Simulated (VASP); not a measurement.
Here is a VASP 6.6.1 calculation.

Contents of INCAR:

```
ALGO     = Normal         # electronic algorithm
EDIFF    = 1E-6           # SCF threshold, eV
ENCUT    = 520            # plane-wave cutoff, eV
GGA      = PE             # functional
ISIF     = 2              # what is computed and relaxed
ISMEAR   = 0              # smearing method
LASPH    = T              # aspherical terms in the spheres
LCHARG   = F              # write CHGCAR
LREAL    = F              # projectors in reciprocal space
LWAVE    = F              # write WAVECAR
NBANDS   = 16             # bands
NELM     = 100            # most SCF steps
PREC     = Accurate       # precision mode
SIGMA    = 0.05           # smearing width, eV
```

KPOINTS

```
k-points
0
Gamma
  12 12 6
```

File POSCAR:

```
AlN
1.0
    3.1110021516      0.0000000000      0.0000000000
   -1.5555010758      2.6942068945      0.0000000000
    0.0000000000      0.0000000000      4.9780000000
Al N
2 2
Direct
    0.3333333333      0.6666666667      0.0000000000
    0.6666666667      0.3333333333      0.5000000000
    0.3899155808      0.6949577904      0.3752395623
    0.6666666667      0.3333333333      0.8850000000
```

Potentials or basis: VASP PAW PBE potentials, release 64 (Al, N).

Command:

```bash
$ cat potpaw_PBE.64/Al/POTCAR potpaw_PBE.64/N/POTCAR > POTCAR
$ mpirun -np 1 vasp_std > vasp.out
```

Task: Estimate the largest force.

Result: 1.812 eV/Å.

Task: Predict the pressure.

Result: 5.2 GPa.

Stress tensor (GPa, compression positive):
```
 2.39 -4.60  1.85
-4.60  7.71  1.07
 1.85  1.07  5.40
```

Caveat: the cell differs from its parent crystal (atom 3 (N) moved -0.160 Å towards its neighbour atom 2 (Al) at 1.885 Å); the cell stands under pressure; forces of over 1 eV/Å act on the atoms, so gaps and moduli don't describe the material at rest.
